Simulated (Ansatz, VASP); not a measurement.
**TaN in VASP and in Ansatz**

```
Ta N
1.0
     2.93800    0.00000    0.00000
    -1.46900    2.54438    0.00000
     0.00000    0.00000    5.76600
Ta N
2 2
Direct
  0.33333 0.66667 0.25000
  0.33333 0.66667 0.75000
  0.00000 0.00000 0.00000
  0.00000 0.00000 0.50000
```

Alike in both runs: task single point; functional PBE; k mesh 7 × 7 × 4; occupations gaussian, width 0.05 eV; collinear spin.

|  | VASP | Ansatz |
| --- | --- | --- |
| version | VASP 6.6.1 | Ansatz 0.2.0 |
| potentials or method | VASP PAW PBE potentials, release 64 (Ta_pv, N), cutoff 520 eV | scalar-relativistic, plane waves, PAW |
| valence electrons in the cell | 32 | 36 |

|  | VASP | Ansatz | Ansatz less VASP |
| --- | --- | --- | --- |
| gap on the k mesh at the Fermi level (eV) | none | none | - |
| pressure (GPa) | 5.4 | 4.7 | -0.71 |
| net moment per atom (μB) | 0.00 | 0.00 | 0.000 |

A gap of «none» marks a metal or a gap that the smearing closes. VASP's potentials hold 32 valence electrons a cell and Ansatz's 36, so a difference there can come from the potentials and not from the codes. Ansatz's warnings: seeded moment not kept.

Spin-orbit coupling is off throughout.
